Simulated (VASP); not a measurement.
Set up this calculation in VASP 6.6.1, as the native input.

| Property | Result |
| --- | --- |
| Task | relaxation of cell and atoms |
| Functional | PBE |
| Potentials or basis | VASP PAW PBE potentials, release 64 (Al, B, P) |
| Cutoff | 600 eV |
| k mesh | 8 × 8 × 8 |
| Occupations | gaussian, width 0.02 eV |
| Spin | no spin polarisation |
| Dipole correction | no |
| Further INCAR settings | ALGO = Normal; EDIFF = 1e-07; IBRION = 2; EDIFFG = -0.01; NSW = 100; ISIF = 3 |

The structure of AlB3P4 lies in POSCAR:

```
AlB3P4
1.0
   -2.4050635496      2.4050635496      4.7807232054
    2.4050635496     -2.4050635496      4.7807232054
    2.4050635496      2.4050635496     -4.7807232054
Al B P
1 3 4
Direct
    0.0000000000      0.0000000000      0.0000000000
    0.5000000000      0.5000000000      0.0000000000
    0.2500000000      0.7500000000      0.5000000000
    0.7500000000      0.2500000000      0.5000000000
    0.5881904745      0.5881904745      0.4455054520
    0.1426850226      0.1426850226      0.5544945480
    0.8573149774      0.4118095255      0.0000000000
    0.4118095255      0.8573149774      0.0000000000
```

The input as run:

INCAR

```
PREC     = Accurate       # precision mode
ENCUT    = 600            # plane-wave cutoff, eV
EDIFF    = 1E-7           # SCF threshold, eV
ISMEAR   = 0              # smearing method
SIGMA    = 0.02           # smearing width, eV
LREAL    = False          # projectors in reciprocal space
LASPH    = True           # aspherical terms in the spheres
NELM     = 60             # most SCF steps
ALGO     = Normal         # electronic algorithm
ISIF     = 3              # what is computed and relaxed
LWAVE    = False          # write WAVECAR
LCHARG   = False          # write CHGCAR
GGA      = PE             # functional
IBRION   = 2              # ionic algorithm
NSW      = 100            # ionic steps
EDIFFG   = -0.01          # ionic threshold
```

KPOINTS

```
regular mesh
0
Gamma
  8 8 8
```

Potentials or basis: VASP PAW PBE potentials, release 64 (Al, B, P).

Command:

```console
$ cat potpaw_PBE.64/Al/POTCAR potpaw_PBE.64/B/POTCAR potpaw_PBE.64/P/POTCAR > POTCAR
$ mpirun -np 1 vasp_std > vasp.out
```

Results of the run:

* Relaxed volume: 13.80 Å³/atom
* Relaxed cell: a = 5.864 Å, b = 5.864 Å, c = 5.864 Å, α = 131.60°, β = 131.60°, γ = 70.86°
* Space group after relaxing (to 0.1 Å): I-42m (No. 121)
* Energy gained by relaxing: 0.0 meV/atom
* Ionic steps: 3
* Pressure after relaxing: 0.0 GPa
* Band gap on the k mesh: 0.92 eV (least direct gap 0.94 eV)

Wall time 4.9 min on 1 thread of Intel(R) Xeon(R) 6975P-C (Granite Rapids) (shared host), peak memory 0.43 GiB.
